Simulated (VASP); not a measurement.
Here is a VASP 6.6.1 calculation.

File INCAR:

```
PREC = Accurate
ENCUT = 520
EDIFF = 1E-6
ISMEAR = 0
SIGMA = 0.1
LREAL = False
LASPH = True
NELM = 60
ALGO = Normal
ISIF = 2
LWAVE = False
LCHARG = True
LDIPOL = True
IDIPOL = 3
DIPOL = 0.5 0.5 0.227
GGA = PE
IVDW = 12
LELF = True
LVHAR = True
LVACPOTAV = True
NBANDS = 28
```

Contents of KPOINTS:

```
regular mesh
0
Gamma
  6 6 1
```

The input POSCAR:

```
HC4
1.0
    4.9313048819      0.0000000000      0.0000000000
   -2.4656524409      4.2706353015      0.0000000000
    0.0000000000      0.0000000000     18.0000331942
C H
8 2
Direct
    0.3333333333      0.1666666667      0.2222236565
    0.3333333333      0.6666666667      0.2222236565
    0.8333333333      0.1666666667      0.2222236565
    0.8333333333      0.6666666667      0.2222236565
    0.1666666667      0.3333333333      0.2222218124
    0.1666666667      0.8333333333      0.2222218124
    0.6666666667      0.3333333333      0.2222218124
    0.6666666667      0.8333333333      0.2222218124
    0.1458575998      0.1666666667      0.2472236104
    0.5208090669      0.1666666667      0.2472236104
```

Potentials or basis: VASP PAW PBE potentials, release 64 (C, H).

Command:

```bash
$ cat potpaw_PBE.64/C/POTCAR potpaw_PBE.64/H/POTCAR > POTCAR
$ mpirun -np 1 vasp_std > vasp.out
```

Task: What does it give for the band gap on the k mesh?

Result: Zero (bands 17 and 18 overlap by 0.69 eV).

Task: Estimate the largest force.

Result: 16.306 eV/Å.

Task: Estimate the dispersion energy per atom.

Result: -0.077 eV.

Forces on the atoms (eV/Å):
```
C    0.000 -2.669 -9.125
C    0.252  1.198  0.549
C    0.000 -1.445 -1.831
C   -0.252  1.198  0.549
C   -6.633 11.747 -7.961
C    0.000 -2.966 -0.852
C    6.633 11.747 -7.961
C    0.000 -0.227 -0.167
H   -0.131 -9.292 13.400
H    0.131 -9.292 13.400
```
